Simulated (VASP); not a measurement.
# TiAl (Cmmm) in VASP: a series of runs

The runs below take TiAl through single point, with LDA.

Everything below comes from runs of VASP 6.6.1. Logs are shortened: lines on timing, memory, paths and dates and some standing lists are left out, and cuts for length are marked.

**1. The cell of the first run**

It takes space group Cmmm (No. 65, orthorhombic). Conventional cell: a = 4.361 Å, b = 4.631 Å, c = 3.179 Å, α = 90.00°, β = 90.00°, γ = 90.00°. Within 3.6 Å of Ti (site symmetry mmm) lie 8 Al at 2.70 to 2.81 Å and 6 Ti at 3.18 Å. Within 3.6 Å of Al (site symmetry mmm) lie 8 Ti at 2.70 to 2.81 Å and 6 Al at 3.18 Å.

**2. Single point, LDA (strain -0.0600 x Voigt [0, 0, 0, 0, 0, 1])**

INCAR reads:

```
PREC = Accurate
ENCUT = 520
EDIFF = 1E-6
ISMEAR = 0
SIGMA = 0.15
LREAL = False
LASPH = True
NELM = 80
ALGO = Fast
ISIF = 2
LWAVE = False
LCHARG = False
NBANDS = 14
```

KPOINTS reads:

```
regular mesh
0
Gamma
  16 16 16
```

POSCAR reads:

```
TiAl
1.0
    3.1790640000     -0.0953719200      0.0000000000
   -0.0953719200      3.1790640000      0.0000000000
    0.0000000000      0.0000000000      3.1790640000
Ti Al
1 1
Direct
    0.0000000000      0.0000000000      0.0000000000
    0.5000000000      0.5000000000      0.5000000000
```

Potentials or basis: VASP PAW LDA potentials, release 64 (Ti_sv, Al).

On the command line:

```sh
$ cat potpaw_LDA.64/Ti_sv/POTCAR potpaw_LDA.64/Al/POTCAR > POTCAR
$ mpirun -np 1 vasp_std > vasp.out
```

OUTCAR:

```text
PREC = Accurate
   ENCUT = 520
   EDIFF = 1E-6
   ISMEAR = 0
   LREAL = False
   LASPH = True
   NELM = 80
   ISIF = 2

 ion  position               nearest neighbor table
   1  0.000  0.000  0.000-   2 2.70   2 2.70   2 2.70   2 2.70   2 2.81   2 2.81   2 2.81   2 2.81

   2  0.500  0.500  0.500-   1 2.70   1 2.70   1 2.70   1 2.70   1 2.81   1 2.81   1 2.81   1 2.81

  LATTYP: Found a base centered orthorhombic cell.
 ALAT       =     4.3609991617
 B/A-ratio  =     1.0618556701
 C/A-ratio  =     0.7289760631

  Lattice vectors:

 A1 = (   3.1790640000,  -0.0953719200,   0.0000000000)
 A2 = (  -0.0953719200,   3.1790640000,   0.0000000000)
 A3 = (   0.0000000000,   0.0000000000,   3.1790640000)

Analysis of symmetry for initial positions (statically):
=====================================================================
 Subroutine PRICEL returns:
 Original cell was already a primitive cell.

 Routine SETGRP: Setting up the symmetry group for a
 base centered orthorhombic supercell.

 Subroutine GETGRP returns: Found  8 space group operations
 (whereof  8 operations were pure point group operations)
 out of a pool of  8 trial point group operations.

The static configuration has the point symmetry D_2h.

Analysis of symmetry for dynamics (positions and initial velocities):
=====================================================================
 Subroutine PRICEL returns:
 Original cell was already a primitive cell.

 Routine SETGRP: Setting up the symmetry group for a
 base centered orthorhombic supercell.

 Subroutine GETGRP returns: Found  8 space group operations
 (whereof  8 operations were pure point group operations)
 out of a pool of  8 trial point group operations.

The dynamic configuration has the point symmetry D_2h.

 Subroutine INISYM returns: Found  8 space group operations
 (whereof  8 operations are pure point group operations),
 and found     1 'primitive' translations

----------------------------------------------------------------------------------------

                                     Primitive cell

  volume of cell :      32.1001

  direct lattice vectors                    reciprocal lattice vectors
     3.179064000 -0.095371920  0.000000000     0.314841353  0.009445241  0.000000000
    -0.095371920  3.179064000  0.000000000     0.009445241  0.314841353  0.000000000
     0.000000000  0.000000000  3.179064000     0.000000000  0.000000000  0.314557996

  length of vectors
     3.180494257  3.180494257  3.179064000     0.314983000  0.314983000  0.314557996

  position of ions in fractional coordinates (direct lattice)
     0.000000000  0.000000000  0.000000000
     0.500000000  0.500000000  0.500000000

  ion indices of the primitive-cell ions
   primitive index   ion index
                 1           1
                 2           2

----------------------------------------------------------------------------------------

 KPOINTS: regular mesh

Automatic generation of k-mesh.
 Grid dimensions read from file:
 generate k-points for:   16   16   16

 Generating k-lattice:

  Cartesian coordinates                     Fractional coordinates (reciprocal lattice)
     0.019677585  0.000590328  0.000000000     0.062500000 -0.000000000  0.000000000
     0.000590328  0.019677585  0.000000000    -0.000000000  0.062500000  0.000000000
     0.000000000  0.000000000  0.019659875     0.000000000  0.000000000  0.062500000

  Length of vectors
     0.019686437  0.019686437  0.019659875

  Shift w.r.t. Gamma in fractional coordinates (k-lattice)
     0.000000000  0.000000000  0.000000000

 Subroutine IBZKPT returns following result:
 ===========================================

 Found    657 irreducible k-points:

 Following reciprocal coordinates:
            Coordinates               Weight
  0.000000  0.000000  0.000000      1.000000
  0.062500 -0.000000  0.000000      4.000000
  0.125000 -0.000000  0.000000      4.000000
  0.187500 -0.000000  0.000000      4.000000
  0.250000 -0.000000  0.000000      4.000000
  0.312500 -0.000000  0.000000      4.000000
[... 16 lines left out ...]
 -0.125000  0.062500  0.000000      4.000000
 -0.062500  0.062500  0.000000      2.000000
 [... further k-points ...]
   k-points           NKPTS =    657   k-points in BZ     NKDIM =    657   number of bands    NBANDS=     14
   number of dos      NEDOS =    301   number of ions     NIONS =      2
   total plane-waves  NPLWV =  13824
   dimension x,y,z NGX =    24 NGY =   24 NGZ =   24
   dimension x,y,z NGXF=    48 NGYF=   48 NGZF=   48
   ions per type =               1   1
   NGX,Y,Z   is equivalent  to a cutoff of  12.54, 12.54, 12.55 a.u.
   NGXF,Y,Z  is equivalent  to a cutoff of  25.09, 25.09, 25.10 a.u.
 SYSTEM =  unknown system
   PREC   = accura    normal or accurate (medium, high low for compatibility)
   ISTART =      0    job   : 0-new  1-cont  2-samecut
   ICHARG =      2    charge: 1-file 2-atom 10-const
   ISPIN  =      1    spin polarized calculation?
   LNONCOLLINEAR =      F non collinear calculations
   LSORBIT =      F    spin-orbit coupling
   LASPH  =      T    aspherical Exc in radial PAW
   ENCUT  =  520.0 eV  38.22 Ry    6.18 a.u.   5.91  5.91  5.91*2*pi/ulx,y,z
   NELM   =     80;   NELMIN=  2; NELMDL= -5     # of ELM steps
   EDIFF  = 0.1E-05   stopping-criterion for ELM
   LREAL  =      F    real-space projection
   EDIFFG = 0.1E-04   stopping-criterion for IOM
   NSW    =      0    number of steps for IOM
   IBRION =     -1    ionic relax: 0-MD 1-quasi-New 2-CG
   NFREE  =      0    steps in history (QN), initial steepest desc. (CG)
   ISIF   =      2    stress and relaxation
   ISYM   =      2    0-nonsym 1-usesym 2-fastsym
   POTIM  = 0.5000    time-step for ionic-motion
   TEBEG  =    0.0;   TEEND  =   0.0 temperature during run
   PSTRESS=    0.0 pullay stress
   NELECT =      15.0000    total number of electrons
   NUPDOWN=      -1.0000    fix difference up-down
   EMIN   =  10.00;   EMAX   =-10.00  energy-range for DOS
   EFERMI =   0.00;   METHOD = LEGACY
   ISMEAR =     0;   SIGMA  =   0.15  broadening in eV -4-tet -1-fermi 0-gaus
   EFERMI_NEDOS =   21; number of points for ismear=-14 and -15
   IALGO  =     68    algorithm
   IMIX   =      4    mixing-type and parameters
     AMIX     =   0.40;   BMIX     =  1.00
     AMIX_MAG =   1.60;   BMIX_MAG =  1.00
  volume/ion in A,a.u.               =      16.05       108.31
  Fermi-wavevector in a.u.,A,eV,Ry     =   1.270388  2.400685 21.958242  1.613885
  Thomas-Fermi vector in A             =   2.403378
   LORBIT       =      0    0 simple, 1 ext, 2 COOP (PROOUT), +10 PAW based schemes
   GGA     = CA    functional components
   LHFCALC =     F    Hartree Fock is set to
   AEXX    =    0.0000 exact exchange contribution
   IVDW    =     0    specifies the selected vdW correction
   LEPSILON=     F    determine dielectric tensor
   LRPA    =     F    only Hartree local field effects (RPA)
 non-spin polarized calculation
 RMM-DIIS sequential band-by-band and
 Gauss-broadening in eV      SIGMA  =   0.15
  energy-cutoff  :      520.00
  volume of cell :       32.10
 maximum number of plane-waves:       886
   NGX = 11   NGY = 11   NGZ = 11

 number of electron      14.9999991 magnetization

 Free energy of the ion-electron system (eV)
  ---------------------------------------------------
  ext. energy  EPLUGINS =         0.00000000
  ---------------------------------------------------
  free energy    TOTEN  =       -13.25987901 eV

  energy without entropy =      -13.23028098  energy(sigma->0) =      -13.24508000

 E-fermi :   8.5003     XC(G=0): -11.3174

 val. band max:        8.5002128020   @ k =  -0.1875   0.1875   0.5000
 cond. band min:       8.5003988439   @ k =  -0.3125   0.2500   0.1250
 fundamental gap:      0.0001860419
 Fermi energy:         8.5003183999

 k-point     1 :       0.0000    0.0000    0.0000
  band No.  band energies     occupation
      1     -47.6661      2.00000
      2     -24.2744      2.00000
      3     -24.2501      2.00000
      4     -24.2311      2.00000
      5      -0.6625      2.00000
      6       7.1058      2.00000
      7       7.1306      2.00000
      8      10.1604      0.00000
      9      10.2351      0.00000
     10      10.3817      0.00000
     11      12.8804      0.00000
     12      12.9500      0.00000
     13      13.0849      0.00000
     14      17.4677      0.00000

 k-point     2 :       0.0625   -0.0000    0.0000
  band No.  band energies     occupation
      1     -47.6655      2.00000
      2     -24.2777      2.00000
      3     -24.2495      2.00000
      4     -24.2340      2.00000
      5      -0.5999      2.00000
      6       7.0930      2.00000
      7       7.1417      2.00000
      8      10.0941      0.00000
      9      10.1303      0.00000
     10      10.3459      0.00000
     11      12.6770      0.00000
     12      13.1054      0.00000
     13      13.1660      0.00000
     14      17.3839      0.00000

 k-point     3 :       0.1250   -0.0000    0.0000
  band No.  band energies     occupation
      1     -47.6638      2.00000
      2     -24.2902      2.00000
      3     -24.2478      2.00000
      4     -24.2392      2.00000
      5      -0.4136      2.00000
      6       6.9795      2.00000
      7       7.2195      2.00000
      8       9.8662      0.00000
      9       9.8753      0.00000
     10      10.3290      0.00000
     11      12.1101      0.00000
     12      13.5106      0.00000
     13      13.5460      0.00000
     14      17.1409      0.00000
[... 324 lines left out ...]
 k-point    23 :      -0.1250    0.0625    0.0000
  band No.  band energies     occupation
      1     -47.6632      2.00000
      2     -24.2903      2.00000
      3     -24.2472      2.00000
      4     -24.2447      2.00000
      5      -0.3688      2.00000
      6       7.0313      2.00000
      7       7.2158      2.00000
      8       9.6889      0.00000
      9       9.9167      0.00000
     10      10.2116      0.00000
     11      12.2560      0.00000
     12      13.3816      0.00000
     13      13.6053      0.00000
     14      17.3003      0.00000

 k-point    24 :      -0.0625    0.0625    0.0000
  band No.  band energies     occupation
      1     -47.6649      2.00000
      2     -24.2798      2.00000
      3     -24.2489      2.00000
      4     -24.2378      2.00000
      5      -0.5460      2.00000
      6       7.1250      2.00000
      7       7.1313      2.00000
      8       9.9783      0.00000
      9      10.1200      0.00000
     10      10.2338      0.00000
     11      12.7136      0.00000
     12      13.0867      0.00000
     13      13.2326      0.00000
     14      17.4789      0.00000

 [... further k-points ...]

------------------------ aborting loop because EDIFF is reached ----------------------------------------

  FORCE on cell =-STRESS in cart. coord.  units (eV):
  Direction    XX          YY          ZZ          XY          YZ          ZX
  --------------------------------------------------------------------------------------
  -------------------------------------------------------------------------------------
  Total       -1.0900283     -1.0900283     -0.9896372      0.7911624      0.0000000      0.0000000
  in kB      -54.4053476    -54.4053476    -49.3946401     39.4883926      0.0000000      0.0000000
  external PRESSURE =     -52.7351118 kB  Pullay stress =       0.0000000 kB

 VOLUME and BASIS-vectors are now :
 -----------------------------------------------------------------------------
  energy-cutoff  :      520.00
  volume of cell :       32.10
      direct lattice vectors                 reciprocal lattice vectors
     3.179064000 -0.095371920  0.000000000     0.314841353  0.009445241  0.000000000
    -0.095371920  3.179064000  0.000000000     0.009445241  0.314841353  0.000000000
     0.000000000  0.000000000  3.179064000     0.000000000  0.000000000  0.314557996

 POSITION                                       TOTAL-FORCE (eV/Angst)
 -----------------------------------------------------------------------------------
      0.00000      0.00000      0.00000         0.000000      0.000000      0.000000
      1.54185      1.54185      1.58953        -0.000000      0.000000      0.000000
 -----------------------------------------------------------------------------------
    total drift:                                0.000000      0.000000      0.000000

  FREE ENERGIE OF THE ION-ELECTRON SYSTEM (eV)
  ---------------------------------------------------
  free  energy   TOTEN  =       -13.2598790131 eV

  energy  without entropy=      -13.2302809774  energy(sigma->0) =      -13.24508000
```

Run time: 4.4 min. Hardware: 1 thread of AMD EPYC 9R45 (Zen 5), shared host; peak memory 0.35 GiB.

What came out:

| Property | Result |
| --- | --- |
| Free energy | -13.2599 eV |
| Pressure | -5.3 GPa |
| Band gap on the k mesh | zero (an odd number of electrons rules out a gap without spin polarisation) |

Stress tensor (GPa, compression positive):
```
-5.44  3.95  0.00
 3.95 -5.44  0.00
 0.00  0.00 -4.94
```

Levels at points of the mesh, in eV from the Fermi level:
```csv
k point,band 5,band 6,band 7,band 8,band 9,band 10
"(0.00, 0.00, 0.00)",-9.16,-1.39,-1.37,1.66,1.73,1.88
"(0.50, 0.00, 0.00)",-5.92,-5.08,-0.57,0.12,0.19,1.97
"(0.50, 0.50, 0.00)",-4.99,-2.31,-1.61,-1.41,0.67,0.71
"(0.00, 0.00, 0.50)",-5.93,-5.09,-0.50,-0.07,0.35,1.94
"(0.50, 0.00, 0.50)",-4.97,-1.98,-1.97,-1.41,0.67,0.70
"(0.50, 0.50, 0.50)",-3.16,-3.06,-2.93,0.52,2.64,2.81
```

Caveat: the cell differs from its parent crystal (strain -0.0600 x Voigt [0, 0, 0, 0, 0, 1]); the cell stands under tension.

**3. Single point, LDA (strain +0.0450 x Voigt [0, 0, 0, 0, 0, 1])**

INCAR reads:

```
SYSTEM = TiAl
ALGO = Fast ; EDIFF = 1E-6
ENCUT = 520 ; GGA = CA
ISIF = 2 ; ISMEAR = 0
LASPH = .True. ; LCHARG = .False.
LREAL = .False. ; LWAVE = .False.
NBANDS = 14 ; NELM = 60
PREC = Accurate ; SIGMA = 0.15
```

KPOINTS reads:

```
k-points
0
Gamma
  16 16 16
  0 0 0
```

POSCAR reads:

```
TiAl
1.0
    3.1790640000      0.0715289400      0.0000000000
    0.0715289400      3.1790640000      0.0000000000
    0.0000000000      0.0000000000      3.1790640000
Ti Al
1 1
Direct
    0.0000000000      0.0000000000      0.0000000000
    0.5000000000      0.5000000000      0.5000000000
```

Potentials or basis: VASP PAW LDA potentials, release 64 (Ti_sv, Al).

On the command line:

```sh
$ cat potpaw_LDA.64/Ti_sv/POTCAR potpaw_LDA.64/Al/POTCAR > POTCAR
$ mpirun -np 1 vasp_std > vasp.out
```

Run time: 4.8 min. Hardware: 1 thread of AMD EPYC 9R45 (Zen 5), shared host; peak memory 0.35 GiB.

It converged, with:

```
Free energy            : -13.2697 eV
Pressure               : -5.6 GPa
Band gap on the k mesh : zero (an odd number of electrons rules out a gap without spin polarisation)
```

Stress tensor (GPa, compression positive):
```
-5.72 -2.89  0.00
-2.89 -5.72  0.00
 0.00  0.00 -5.43
```

Levels at points of the mesh, in eV from the Fermi level:
| k point | band 4 | band 5 | band 6 | band 7 | band 8 | band 9 | band 10 | band 11 |
| --- | --- | --- | --- | --- | --- | --- | --- | --- |
| (0.00, 0.00, 0.00) | -32.75 | -9.18 | -1.40 | -1.39 | 1.68 | 1.74 | 1.85 | 4.38 |
| (0.50, 0.00, 0.00) | -32.75 | -5.94 | -5.10 | -0.56 | 0.12 | 0.16 | 1.97 | 3.01 |
| (0.50, 0.50, 0.00) | -32.73 | -5.00 | -2.25 | -1.72 | -1.42 | 0.67 | 0.69 | 2.74 |
| (0.00, 0.00, 0.50) | -32.73 | -5.95 | -5.10 | -0.52 | -0.03 | 0.29 | 1.95 | 3.01 |
| (0.50, 0.00, 0.50) | -32.73 | -4.99 | -1.99 | -1.99 | -1.42 | 0.67 | 0.69 | 2.75 |
| (0.50, 0.50, 0.50) | -32.88 | -3.14 | -3.06 | -2.97 | 0.54 | 2.72 | 2.81 | 2.82 |

Caveat: the cell differs from its parent crystal (strain +0.0450 x Voigt [0, 0, 0, 0, 0, 1]); the cell stands under tension.

(Part 1 of 2 ends here.)
